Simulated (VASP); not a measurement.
Set up this calculation in VASP 6.6.1, as the native input.

```
Task                    : density of states
Functional              : PBE
Potentials or basis     : VASP PAW PBE potentials, release 64 (Nb_sv)
Cutoff                  : 520 eV
k mesh                  : 9 × 9 × 12
Occupations             : fermi-dirac, width 0.05 eV
Spin                    : no spin polarisation
Dipole correction       : no
k mesh for the DOS      : 14 × 14 × 18
Occupations for the DOS : tetrahedron
Further INCAR settings  : ALGO = Normal; EDIFF = 1e-06; NBANDS = 26
```

Crystal: Nb.

```
Nb
1.0
     3.60864    0.00000    0.00000
    -1.80432    3.12517    0.00000
     0.00000    0.00000    2.11502
Nb
3
Direct
  0.00000 0.00000 0.00000
  0.33333 0.66667 0.50000
  0.66667 0.33333 0.50000
```

This cell differs from its parent crystal: volume scaled by 0.43.

One way to write it, as run:

POSCAR

```
Nb
1.0
    3.6086410315      0.0000000000      0.0000000000
   -1.8043205158      3.1251748064      0.0000000000
    0.0000000000      0.0000000000      2.1150161678
Nb
3
Direct
    0.0000000000      0.0000000000      0.0000000000
    0.3333333333      0.6666666667      0.5000000000
    0.6666666667      0.3333333333      0.5000000000
```

INCAR.step1

```
SYSTEM = Nb
  PREC = Accurate
  ENCUT = 520
  EDIFF = 1E-6
  ISMEAR = -1
  SIGMA = 0.05
  LREAL = .False.
  LASPH = .True.
  NELM = 100
  ALGO = Normal
  ISIF = 2
  LWAVE = .False.
  LCHARG = .True.
  LMAXMIX = 4
  GGA = PE
  NBANDS = 26
```

KPOINTS.step1

```
regular mesh
0
Gamma
  9 9 12
  0 0 0
```

INCAR.step2

```
SYSTEM = Nb
  PREC = Accurate
  ENCUT = 520
  EDIFF = 1E-6
  ISMEAR = -5
  SIGMA = 0.05
  LREAL = .False.
  LASPH = .True.
  NELM = 100
  ALGO = Normal
  ISIF = 2
  LWAVE = .False.
  LCHARG = .False.
  LMAXMIX = 4
  GGA = PE
  LORBIT = 11
  NBANDS = 26
  NEDOS = 2001
  ICHARG = 11
```

KPOINTS.step2

```
regular mesh
0
Gamma
  14 14 18
  0 0 0
```

Potentials or basis: VASP PAW PBE potentials, release 64 (Nb_sv).

Launch:

```console
$ cat potpaw_PBE.64/Nb_sv/POTCAR > POTCAR
$ cp INCAR.step1 INCAR
$ cp KPOINTS.step1 KPOINTS
$ mpirun -np 1 vasp_std > vasp.out
$ cp INCAR.step2 INCAR
$ cp KPOINTS.step2 KPOINTS
$ mpirun -np 1 vasp_std > vasp.out
```

Wall time 80 s on 1 thread of AMD EPYC 9R45 96-Core Processor (Zen 5), with other jobs on the host, peak memory 0.2 GiB.
